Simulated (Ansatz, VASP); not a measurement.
**One calculation of Se, two programs**

Contents of POSCAR:

```
Se
1.0
    4.2926573642      0.0000000000      0.0000000000
   -2.1463286821      3.7175503272      0.0000000000
    0.0000000000      0.0000000000      5.0408504852
Se
3
Direct
    0.2284670345      0.0000000000      0.3333333333
    0.0000000000      0.2284670345      0.6666666667
    0.7715329655      0.7715329655      0.0000000000
```

Contents of INCAR.step1:

```
ALGO = Normal
EDIFF = 1E-4
ENCUT = 520
GGA = PE
ISMEAR = 0
LASPH = T
LCHARG = F
LREAL = F
LWAVE = T
NBANDS = 16
NELM = 80
PREC = Accurate
SIGMA = 0.01
```

The input INCAR.step2:

```
ALGO = Normal
EDIFF = 1E-6
ENCUT = 520
ISIF = 2
ISMEAR = 0
ISTART = 1
LASPH = T
LCHARG = T
LELF = T
LMIXTAU = T
LREAL = F
LVHAR = T
LWAVE = F
METAGGA = R2SCAN
NBANDS = 16
NELM = 80
PREC = Accurate
SIGMA = 0.01
```

Contents of KPOINTS:

```
k-points
0
Gamma
  12 12 6
```

Input for Ansatz:

```yaml
crystal:
  lattice:
    - [4.2926573642, 0.0, 0.0]
    - [-2.1463286821, 3.7175503272, 0.0]
    - [0.0, 0.0, 5.0408504852]
  atoms:
    - { symbol: Se, position: [0.2284670345, 0.0, 0.3333333333] }
    - { symbol: Se, position: [0.0, 0.2284670345, 0.6666666667] }
    - { symbol: Se, position: [0.7715329655, 0.7715329655, 0.0] }
kpoints:
  mp_grid: { grid: [12, 12, 6] }
  band_path:
    path:
      - [0.0, 0.0, 0.0]
      - [0.5, 0.0, 0.0]
      - [0.3333333333, 0.3333333333, 0.0]
      - [0.0, 0.0, 0.5]
      - [0.5, 0.0, 0.5]
      - [0.3333333333, 0.3333333333, 0.5]
      - [0.35, 0.3, 0.5]
      - [0.161458, 0.419271, -0.5]
    npoints: 1
hamiltonian:
  xc: r2scan
scf:
  occupations: { method: fixed }
  n_extra_bands: 4
output:
  forces: true
  stress: true
  eigenvalues: true
```

Alike in both runs: task single point; functional r2SCAN; k mesh 12 × 12 × 6; no spin polarisation.

|  | VASP | Ansatz |
| --- | --- | --- |
| version | VASP 6.6.1 | Ansatz 0.2.0 |
| potentials or method | VASP PAW PBE potentials, release 64 (Se) | plane waves, PAW |
| plane-wave cutoff (eV) | 520 | 500 |
| occupations | gaussian, width 0.01 eV | fixed |
| valence electrons in the cell | 18 | 48 |

|  | VASP | Ansatz | Ansatz less VASP |
| --- | --- | --- | --- |
| gap on the k mesh at the Fermi level (eV) | 1.05 | 1.06 | +0.011 |
| pressure (GPa) | 0.8 | 0.8 | +0.03 |
| traceless stress, the component that is largest in VASP (GPa) | -0.16 | -0.14 | +0.015 |
| rms of the force components (eV/Å) | 0.023 | 0.025 | +0.0021 |

VASP's potentials were made for PBE, not for r2SCAN. Atom by atom the forces differ by 0.002 eV/Å (rms over components). VASP's potentials hold 18 valence electrons a cell and Ansatz's 48, so a difference there can come from the potentials and not from the codes.
